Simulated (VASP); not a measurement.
## Nb2W: relaxation of cell and atoms with PBE

The system is Nb2W.

```
CELL_PARAMETERS angstrom
6.66487 0.00000 0.00000
0.00000 6.66487 0.00000
0.00000 0.00000 2.95875
ATOMIC_POSITIONS crystal
Nb 0.23086 0.23086 0.00000
Nb 0.76914 0.76914 0.00000
Nb 0.73086 0.26914 0.50000
Nb 0.26914 0.73086 0.50000
W 0.50000 0.50000 0.00000
W 0.00000 0.00000 0.50000
```

The cell was generated, and may not be a known phase.

* Program: VASP 6.6.1
* Task: relaxation of cell and atoms
* Functional: PBE
* Potentials or basis: VASP PAW PBE potentials, release 64 (Nb_sv, W_sv)
* Cutoff: 600 eV
* k mesh: 6 × 6 × 12
* Occupations: gaussian, width 0.1 eV
* Spin: no spin polarisation
* Dipole correction: no
* Further INCAR settings: ALGO = Fast; EDIFF = 1e-06; IBRION = 2; EDIFFG = -0.01; NSW = 100; ISIF = 3

- Relaxed volume: 21.98 Å³/atom
- Relaxed cell: a = 6.660 Å, b = 6.660 Å, c = 2.973 Å, α = 90.00°, β = 90.00°, γ = 90.00°
- Space group after relaxing (to 0.1 Å): P4_2/mnm (No. 136)
- Energy gained by relaxing: 0.3 meV/atom
- Ionic steps: 7
- Pressure after relaxing: 0.0 GPa
- Largest force after relaxing: 0.005 eV/Å
- Band gap on the k mesh: zero (bands 40 and 41 overlap by 0.97 eV)

Forces in eV/Å, atoms in the order of the input:
```
Nb  -0.003 -0.003  0.000
Nb   0.003  0.003  0.000
Nb  -0.003  0.003  0.000
Nb   0.003 -0.003  0.000
W    0.000  0.000  0.000
W    0.000  0.000  0.000
```

Stress tensor (GPa, compression positive):
```
 0.05  0.00  0.00
 0.00  0.05  0.00
 0.00  0.00 -0.06
```

Step by step:
```
step  energy change (eV)  largest force (eV/Å)  pressure (GPa)  volume (Å³)
   1              0.0000                0.0022            0.50       131.43
   2              0.0008                0.0280           -0.92       132.74
   3             -0.0014                0.0112           -0.08       132.02
   4             -0.0014                0.0123           -0.18       132.06
   5             -0.0014                0.0120           -0.17       132.04
   6             -0.0014                0.0115           -0.15       132.03
   7             -0.0017                0.0047            0.01       131.87
```

Final structure:
```cif
data_structure
_symmetry_space_group_name_H-M 'P 1'
_symmetry_Int_Tables_number 1
_cell_length_a 6.6605
_cell_length_b 6.6605
_cell_length_c 2.9727
_cell_angle_alpha 90.000
_cell_angle_beta 90.000
_cell_angle_gamma 90.000
_cell_volume 131.87
loop_
_atom_site_label
_atom_site_type_symbol
_atom_site_fract_x
_atom_site_fract_y
_atom_site_fract_z
_atom_site_occupancy
Nb1 Nb 0.23081 0.23081 0.00000 1
Nb2 Nb 0.76919 0.76919 0.00000 1
Nb3 Nb 0.73081 0.26919 0.50000 1
Nb4 Nb 0.26919 0.73081 0.50000 1
W1 W 0.50000 0.50000 0.00000 1
W2 W 0.00000 0.00000 0.50000 1
```

Levels at points of the mesh, in eV from the Fermi level:
| k point | band 37 | band 38 | band 39 | band 40 | band 41 | band 42 | band 43 | band 44 |
| --- | --- | --- | --- | --- | --- | --- | --- | --- |
| (0.00, 0.00, 0.00) | -1.09 | -1.09 | -0.98 | 0.42 | 0.42 | 1.34 | 1.41 | 1.41 |
| (0.50, 0.00, 0.00) | -0.78 | -0.78 | -0.56 | -0.56 | 0.18 | 0.18 | 0.89 | 0.89 |
| (0.50, 0.50, 0.00) | -1.01 | -1.01 | -0.99 | -0.99 | 0.39 | 0.39 | 0.65 | 0.65 |
| (0.00, 0.00, 0.50) | -0.56 | -0.56 | -0.38 | -0.38 | -0.11 | -0.11 | 1.63 | 1.63 |
| (0.50, 0.00, 0.50) | -0.28 | -0.28 | -0.18 | -0.18 | 0.55 | 0.55 | 0.77 | 0.77 |
| (0.50, 0.50, 0.50) | 0.10 | 0.10 | 0.53 | 0.53 | 1.48 | 1.48 | 1.58 | 1.58 |

Run time: 55 min on 1 thread of Oxide Virtual Turin-like Processor (shared host), peak memory 0.53 GiB.

Caveat: spin-orbit coupling is left out, which moves the levels of the heavy elements.
